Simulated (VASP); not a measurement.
Write the native input for VASP 6.6.1 that does the following.

* Task: single point
* Functional: PBE
* Dispersion: D3(BJ)
* Potentials or basis: VASP PAW PBE potentials, release 64 (O, H, C)
* Cutoff: 520 eV
* k mesh: 1 × 1 × 1
* Occupations: fermi-dirac, width 0.05 eV
* Spin: no spin polarisation
* Dipole correction: no
* Further INCAR settings: LREAL = Auto; ALGO = Normal; EDIFF = 1e-06; NBANDS = 49

The structure of H16CO7 lies in POSCAR:

```
H16CO7
1.0
    6.2743050000      0.0000000000      0.0000000000
    0.0000000000      6.2743050000      0.0000000000
    0.0000000000      0.0000000000      6.2743050000
O H C
7 16 1
Direct
    0.4567199076      0.1348356511      0.8781849145
    0.0896673018     -0.1793505416      1.0635281517
    0.7785563501      0.9199744035      0.6675161631
    0.2928292456      0.5457656266      0.7424726723
    0.7237614365      0.5022229554      0.9990747979
    0.3950078933      0.6735885489      0.3217567523
    1.0941610266      0.2576062209      0.1685445639
    0.4763714866      0.0088774773      0.7960403583
    0.3573941656      0.1034218133      0.9991704260
    0.1063544090     -0.0318601024      1.0405136505
    0.1860445101     -0.2382734024      1.1698028706
    0.7898085923      1.0420755765      0.5714577152
    0.8768301828      0.9482962655      0.7758947007
    0.2778315686      0.4201102752      0.8277729565
    0.2027953694      0.6398477600      0.8316299574
    0.6110158814      0.5215717119      0.8956529847
    0.8092529770      0.6393696194      0.9763631191
    0.5346249505      0.7350136788      0.3261556459
    0.3463331795      0.6103942987      0.4654220667
    1.0918659517      0.4382955562      0.4371480188
    0.9945484002      0.3380135330      0.0821286182
    0.8936607321      0.2291249788      0.4794475245
    1.1814057493      0.1521921551      0.4873209065
    1.0531365625      0.2724126417      0.3968088896
```

The input as run:

INCAR

```
PREC = Accurate ; ENCUT = 520
EDIFF = 1E-6 ; ISMEAR = -1
SIGMA = 0.05 ; LREAL = Auto
LASPH = T ; NELM = 60
ALGO = Normal ; ISIF = 2
LWAVE = F ; LCHARG = T
GGA = PE ; IVDW = 12
LELF = T ; LVHAR = T
NBANDS = 49
```

KPOINTS

```
regular mesh
0
Gamma
  1 1 1
```

Potentials or basis: VASP PAW PBE potentials, release 64 (O, H, C).

Launch:

```sh
$ cat potpaw_PBE.64/O/POTCAR potpaw_PBE.64/H/POTCAR potpaw_PBE.64/C/POTCAR > POTCAR
$ mpirun -np 1 vasp_gam > vasp.out
```

It gave:

| Property | Result |
| --- | --- |
| Pressure | -0.7 GPa |
| Largest force | 3.058 eV/Å |
| Dispersion energy per atom | -0.034 eV |

Caveat: the k points lie up to 1.00 Å⁻¹ apart; the atoms stand as in a frame of molecular dynamics.

Run time: 21 s on 1 thread of Intel(R) Xeon(R) Platinum 8559C (Emerald Rapids), on a shared host, peak memory 0.3 GiB.
